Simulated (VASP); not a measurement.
# CdSe in VASP: notebook, part 2 of 2

VASP 6.6.1. The steps go on from the part before.

### Step 3. Single point, LDA

The input, INCAR:

```
PREC = Accurate
ENCUT = 520
EDIFF = 1E-7
ISMEAR = -1
SIGMA = 0.05
LREAL = False
LASPH = True
NELM = 60
ALGO = Normal
ISIF = 2
LWAVE = False
LCHARG = False
NBANDS = 26
```

The input, KPOINTS:

```
regular mesh
0
Gamma
  7 7 4
```

The input, POSCAR:

```
CdSe
1.0
    4.3460853832      0.0000000000      0.0000000000
   -2.1730426916      3.7638203488      0.0000000000
    0.0000000000      0.0000000000      7.0898398800
Cd Se
2 2
Direct
    0.6666666700      0.3333333300      0.5013638291
    0.3333333300      0.6666666700      0.9999533600
    0.6666666700      0.3333333300      0.8759066400
    0.3333333300      0.6666666700      0.3759066400
```

Potentials or basis: VASP PAW LDA potentials, release 64 (Cd, Se).

The run is started by

```
cat potpaw_LDA.64/Cd/POTCAR potpaw_LDA.64/Se/POTCAR > POTCAR
mpirun -np 1 vasp_std > vasp.out
```

OUTCAR:

```text
PREC = Accurate
   ENCUT = 520
   EDIFF = 1E-7
   ISMEAR = -1
   LREAL = False
   LASPH = True
   NELM = 60
   ISIF = 2

 ion  position               nearest neighbor table
   1  0.667  0.333  0.501-   3 2.66   4 2.66   4 2.66   4 2.66
   2  0.333  0.667  1.000-   3 2.66   3 2.66   3 2.66   4 2.67
   3  0.667  0.333  0.876-   1 2.66   2 2.66   2 2.66   2 2.66
   4  0.333  0.667  0.376-   1 2.66   1 2.66   1 2.66   2 2.67

  LATTYP: Found a hexagonal cell.
 ALAT       =     4.3460853832
 C/A-ratio  =     1.6313162892

  Lattice vectors:

 A1 = (   4.3460853832,   0.0000000000,   0.0000000000)
 A2 = (  -2.1730426916,   3.7638203488,   0.0000000000)
 A3 = (   0.0000000000,   0.0000000000,   7.0898398800)

Analysis of symmetry for initial positions (statically):
=====================================================================
 Subroutine PRICEL returns:
 Original cell was already a primitive cell.

 Routine SETGRP: Setting up the symmetry group for a
 hexagonal supercell.

 Subroutine GETGRP returns: Found  6 space group operations
 (whereof  6 operations were pure point group operations)
 out of a pool of 24 trial point group operations.

The static configuration has the point symmetry C_3v.

Analysis of symmetry for dynamics (positions and initial velocities):
=====================================================================
 Subroutine PRICEL returns:
 Original cell was already a primitive cell.

 Routine SETGRP: Setting up the symmetry group for a
 hexagonal supercell.

 Subroutine GETGRP returns: Found  6 space group operations
 (whereof  6 operations were pure point group operations)
 out of a pool of 24 trial point group operations.

The dynamic configuration has the point symmetry C_3v.

 Subroutine INISYM returns: Found  6 space group operations
 (whereof  6 operations are pure point group operations),
 and found     1 'primitive' translations

----------------------------------------------------------------------------------------

                                     Primitive cell

  volume of cell :     115.9748

  direct lattice vectors                    reciprocal lattice vectors
     4.346085383  0.000000000  0.000000000     0.230092120  0.132843747  0.000000000
    -2.173042692  3.763820349  0.000000000     0.000000000  0.265687495  0.000000000
     0.000000000  0.000000000  7.089839880     0.000000000  0.000000000  0.141046909

  length of vectors
     4.346085383  4.346085383  7.089839880     0.265687495  0.265687495  0.141046909

  position of ions in fractional coordinates (direct lattice)
     0.666666670  0.333333330  0.501363829
     0.333333330  0.666666670  0.999953360
     0.666666670  0.333333330  0.875906640
     0.333333330  0.666666670  0.375906640

  ion indices of the primitive-cell ions
   primitive index   ion index
                 1           1
                 2           2
                 3           3
                 4           4

----------------------------------------------------------------------------------------

 KPOINTS: regular mesh

Automatic generation of k-mesh.
 Grid dimensions read from file:
 generate k-points for:    7    7    4

 Generating k-lattice:

  Cartesian coordinates                     Fractional coordinates (reciprocal lattice)
     0.032870303  0.018977678  0.000000000     0.142857143 -0.000000000  0.000000000
     0.000000000  0.037955356  0.000000000     0.000000000  0.142857143  0.000000000
     0.000000000  0.000000000  0.035261727     0.000000000  0.000000000  0.250000000

  Length of vectors
     0.037955356  0.037955356  0.035261727

  Shift w.r.t. Gamma in fractional coordinates (k-lattice)
     0.000000000  0.000000000  0.000000000

 Subroutine IBZKPT returns following result:
 ===========================================

 Found     28 irreducible k-points:

 Following reciprocal coordinates:
            Coordinates               Weight
  0.000000  0.000000  0.000000      1.000000
  0.142857  0.000000  0.000000      6.000000
  0.285714  0.000000  0.000000      6.000000
  0.428571  0.000000  0.000000      6.000000
  0.142857  0.142857  0.000000      6.000000
  0.285714  0.142857  0.000000     12.000000
[... 16 lines left out ...]
  0.285714  0.000000  0.500000      6.000000
  0.428571  0.000000  0.500000      6.000000
 [... further k-points ...]
   k-points           NKPTS =     28   k-points in BZ     NKDIM =     28   number of bands    NBANDS=     26
   number of dos      NEDOS =    301   number of ions     NIONS =      4
   total plane-waves  NPLWV =  55296
   dimension x,y,z NGX =    32 NGY =   32 NGZ =   54
   dimension x,y,z NGXF=    64 NGYF=   64 NGZF=  108
   ions per type =               2   2
   NGX,Y,Z   is equivalent  to a cutoff of  12.24, 12.24, 12.66 a.u.
   NGXF,Y,Z  is equivalent  to a cutoff of  24.48, 24.48, 25.32 a.u.
 SYSTEM =  unknown system
   PREC   = accura    normal or accurate (medium, high low for compatibility)
   ISTART =      0    job   : 0-new  1-cont  2-samecut
   ICHARG =      2    charge: 1-file 2-atom 10-const
   ISPIN  =      1    spin polarized calculation?
   LNONCOLLINEAR =      F non collinear calculations
   LSORBIT =      F    spin-orbit coupling
   LASPH  =      T    aspherical Exc in radial PAW
   ENCUT  =  520.0 eV  38.22 Ry    6.18 a.u.   8.08  8.08 13.18*2*pi/ulx,y,z
   NELM   =     60;   NELMIN=  2; NELMDL= -5     # of ELM steps
   EDIFF  = 0.1E-06   stopping-criterion for ELM
   LREAL  =      F    real-space projection
   EDIFFG = 0.1E-05   stopping-criterion for IOM
   NSW    =      0    number of steps for IOM
   IBRION =     -1    ionic relax: 0-MD 1-quasi-New 2-CG
   NFREE  =      0    steps in history (QN), initial steepest desc. (CG)
   ISIF   =      2    stress and relaxation
   ISYM   =      2    0-nonsym 1-usesym 2-fastsym
   POTIM  = 0.5000    time-step for ionic-motion
   TEBEG  =    0.0;   TEEND  =   0.0 temperature during run
   PSTRESS=    0.0 pullay stress
   NELECT =      36.0000    total number of electrons
   NUPDOWN=      -1.0000    fix difference up-down
   EMIN   =  10.00;   EMAX   =-10.00  energy-range for DOS
   EFERMI =   0.00;   METHOD = LEGACY
   ISMEAR =    -1;   SIGMA  =   0.05  broadening in eV -4-tet -1-fermi 0-gaus
   EFERMI_NEDOS =   21; number of points for ismear=-14 and -15
   IALGO  =     38    algorithm
   IMIX   =      4    mixing-type and parameters
     AMIX     =   0.40;   BMIX     =  1.00
     AMIX_MAG =   1.60;   BMIX_MAG =  1.00
  volume/ion in A,a.u.               =      28.99       195.66
  Fermi-wavevector in a.u.,A,eV,Ry     =   1.108463  2.094691 16.717341  1.228690
  Thomas-Fermi vector in A             =   2.244990
   LORBIT       =      0    0 simple, 1 ext, 2 COOP (PROOUT), +10 PAW based schemes
   GGA     = CA    functional components
   LHFCALC =     F    Hartree Fock is set to
   AEXX    =    0.0000 exact exchange contribution
   IVDW    =     0    specifies the selected vdW correction
   LEPSILON=     F    determine dielectric tensor
   LRPA    =     F    only Hartree local field effects (RPA)
 non-spin polarized calculation
  energy-cutoff  :      520.00
  volume of cell :      115.97
 maximum number of plane-waves:      3138
   NGX = 17   NGY = 17   NGZ = 27

 number of electron      36.0000001 magnetization

 Free energy of the ion-electron system (eV)
  ---------------------------------------------------
  ext. energy  EPLUGINS =         0.00000000
  ---------------------------------------------------
  free energy    TOTEN  =       -13.45379819 eV

  energy without entropy =      -13.45353031  energy(sigma->0) =      -13.45366425

 E-fermi :   0.7815     XC(G=0):  -9.1515

 val. band max:        0.5754206088   @ k =   0.0000   0.0000   0.0000
 cond. band min:       0.9261413712   @ k =   0.0000   0.0000   0.0000
 fundamental gap:      0.3507207623
 Fermi energy:         0.7815399392

 k-point     1 :       0.0000    0.0000    0.0000
  band No.  band energies     occupation
      1     -11.9140      2.00000
      2     -11.5534      2.00000
      3      -7.2750      2.00000
      4      -7.2659      2.00000
      5      -7.2659      2.00000
      6      -7.1998      2.00000
[... 18 lines left out ...]
     25       7.4399      0.00000
     26       7.9413      0.00000
[... 644 lines left out ...]
      4      -7.1644      2.00000
      5      -7.1289      2.00000
      6      -7.1133      2.00000
[... 18 lines left out ...]
     25       8.2612      0.00000
     26       8.2764      0.00000

 [... further k-points ...]

------------------------ aborting loop because EDIFF is reached ----------------------------------------

  FORCE on cell =-STRESS in cart. coord.  units (eV):
  Direction    XX          YY          ZZ          XY          YZ          ZX
  --------------------------------------------------------------------------------------
  -------------------------------------------------------------------------------------
  Total       -2.1575432     -2.1575432     -2.0605880     -0.0000000     -0.0000000      0.0000000
  in kB      -29.8061938    -29.8061938    -28.4667691     -0.0000000     -0.0000000      0.0000000
  external PRESSURE =     -29.3597189 kB  Pullay stress =       0.0000000 kB

 VOLUME and BASIS-vectors are now :
 -----------------------------------------------------------------------------
  energy-cutoff  :      520.00
  volume of cell :      115.97
      direct lattice vectors                 reciprocal lattice vectors
     4.346085383  0.000000000  0.000000000     0.230092120  0.132843747  0.000000000
    -2.173042692  3.763820349  0.000000000     0.000000000  0.265687495  0.000000000
     0.000000000  0.000000000  7.089839880     0.000000000  0.000000000  0.141046909

 POSITION                                       TOTAL-FORCE (eV/Angst)
 -----------------------------------------------------------------------------------
      2.17304      1.25461      3.55459         0.000000      0.000000     -0.052907
     -0.00000      2.50921      7.08951        -0.000000     -0.000000      0.014367
      2.17304      1.25461      6.21004         0.000000     -0.000000      0.028042
     -0.00000      2.50921      2.66512        -0.000000      0.000000      0.010498
 -----------------------------------------------------------------------------------
    total drift:                               -0.000000     -0.000000     -0.000910

  FREE ENERGIE OF THE ION-ELECTRON SYSTEM (eV)
  ---------------------------------------------------
  free  energy   TOTEN  =       -13.4537981896 eV

  energy  without entropy=      -13.4535303139  energy(sigma->0) =      -13.45366425
```

Run time: 82 s. Hardware: 1 thread of AMD EPYC 7R13, shared host; peak memory 0.2 GiB.

Results:

```yaml
Free_energy: -13.4538 eV
Pressure: -2.9 GPa
Largest_force: 0.053 eV/Å
Band_gap_on_the_k_mesh: 0.35 eV
```

Forces on the atoms (eV/Å):
```
Cd   0.000  0.000 -0.053
Cd   0.000  0.000  0.014
Se   0.000  0.000  0.028
Se   0.000  0.000  0.010
```

Levels at points of the mesh, in eV from the valence-band top:
```tsv
k point	band 15	band 16	band 17	band 18	band 19	band 20	band 21	band 22
(0.00, 0.00, 0.00)	-0.74	-0.05	0.00	0.00	0.35	1.98	5.71	5.71
(0.00, 0.00, 0.50)	-0.40	-0.40	-0.38	-0.38	2.11	2.14	5.62	5.63
```

### Step 4. Single point, LDA

The input, INCAR:

```
SYSTEM = CdSe
PREC = Accurate ; ENCUT = 520
EDIFF = 1E-6 ; ISMEAR = -1
SIGMA = 0.05 ; LREAL = .FALSE.
LASPH = .TRUE. ; NELM = 100
ALGO = Normal ; ISIF = 2
LWAVE = .FALSE. ; LCHARG = .FALSE.
GGA = CA ; NBANDS = 26
```

The input, KPOINTS:

```
regular mesh
0
G
  7 7 4
  0 0 0
```

POSCAR: that of step 3 with these lines changed.

```diff
@@ -8,3 +8,3 @@
 Direct
-    0.6666666700      0.3333333300      0.5013638291
+    0.6666666700      0.3333333300      0.4985428909
     0.3333333300      0.6666666700      0.9999533600
```

The run is started by

```
cat potpaw_LDA.64/Cd/POTCAR potpaw_LDA.64/Se/POTCAR > POTCAR
mpirun -np 1 vasp_std > vasp.out
```

Run time: 70 s. Hardware: 1 thread of AMD EPYC 7R13, shared host; peak memory 0.2 GiB.

Results (log left out):

- Free energy: -13.4538 eV
- Pressure: -2.9 GPa
- Largest force: 0.055 eV/Å
- Band gap on the k mesh: 0.36 eV

Forces in eV/Å, atoms in the order of the input:
```
Cd   0.000  0.000  0.055
Cd   0.000  0.000 -0.011
Se   0.000  0.000 -0.030
Se   0.000  0.000 -0.014
```

Stress tensor (GPa, compression positive):
```
-2.90  0.00  0.00
 0.00 -2.90  0.00
 0.00  0.00 -3.00
```

Levels at points of the mesh, in eV from the valence-band top:
```
           k point  band 16  band 17  band 18  band 19  band 20  band 21
(0.00, 0.00, 0.00)    -0.04     0.00     0.00     0.36     1.96     5.71
(0.00, 0.00, 0.50)    -0.40    -0.37    -0.37     2.11     2.13     5.62
```
